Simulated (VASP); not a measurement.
Write the native input for VASP 6.6.1 that does the following.

- Task: single point
- Functional: PBE
- Potentials or basis: VASP PAW PBE potentials, release 64 (Sr_sv, O)
- Cutoff: 520 eV
- k mesh: 8 × 8 × 8
- Occupations: fermi-dirac, width 0.02 eV
- Spin: no spin polarisation
- Dipole correction: no
- Further INCAR settings: ALGO = Normal; EDIFF = 1e-06; NBANDS = 15

The structure of SrO lies in POSCAR:

```
SrO
1.0
    3.1028650695     -0.0893625140      0.0000000000
   -0.0893625140      3.1028650695      0.0000000000
    0.0000000000      0.0000000000      3.1028650695
Sr O
1 1
Direct
    0.0000000000      0.0000000000      0.0000000000
    0.5000000000      0.5000000000      0.5000000000
```

This cell differs from its parent crystal: shear xy strain -5.8%.

These files were run (other wordings do the same):

INCAR

```
ALGO = Normal
EDIFF = 1E-6
ENCUT = 520
GGA = PE
ISIF = 2
ISMEAR = -1
LASPH = T
LCHARG = F
LREAL = F
LWAVE = F
NBANDS = 15
NELM = 80
PREC = Accurate
SIGMA = 0.02
```

KPOINTS

```
k-points
0
Gamma
  8 8 8
```

Potentials or basis: VASP PAW PBE potentials, release 64 (Sr_sv, O).

Run with:

```console
$ cat potpaw_PBE.64/Sr_sv/POTCAR potpaw_PBE.64/O/POTCAR > POTCAR
$ mpirun -np 1 vasp_std > vasp.out
```

It gave:

The pressure is 4.0 GPa. The band gap on the k mesh is 2.76 eV, indirect (least direct gap 2.81 eV).

Caveat: the cell differs from its parent crystal (shear xy strain -5.8%).

It took 32 s on 1 thread of Intel(R) Xeon(R) Platinum 8259CL CPU @ 2.50GHz (Skylake/Cascade Lake) (shared host), peak memory 0.17 GiB.
